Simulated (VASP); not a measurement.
The system is Ga2PN.

```
CELL_PARAMETERS angstrom
3.53091 0.00000 0.00000
0.00000 3.53091 0.00000
0.00000 0.00000 4.95713
ATOMIC_POSITIONS crystal
N 0.00000 0.00000 0.00000
Ga 0.00000 0.50000 0.79278
Ga 0.50000 0.00000 0.20722
P 0.50000 0.50000 0.50000
```

Base run:

```yaml
Program: VASP 6.6.1
Functional: r2SCAN
Potentials_or_basis: VASP PAW PBE potentials, release 64 (N, Ga_d, P)
Cutoff: 520 eV
k_mesh: 6 × 6 × 4
Occupations: fermi-dirac, width 0.02 eV
Spin: no spin polarisation
```

Its results: band gap on the k mesh zero (filled and empty bands touch); pressure 0.2 GPa; largest force 0.038 eV/Å.

Q: The run is repeated on the same cell with these changes: functional from r2SCAN to PBE; k mesh from 6 × 6 × 4 to 8 × 8 × 6. What comes out?

A: Band gap on the k mesh zero (filled and empty bands touch); pressure 3.7 GPa; largest force 0.036 eV/Å.

Several settings changed at once.

Caveats: semilocal functionals underestimate gaps, so a narrow gap can read as zero; the PAW data sets were made with another functional, which shifts forces and pressure a little (at least some runs); the cell stands under pressure (at least some runs).
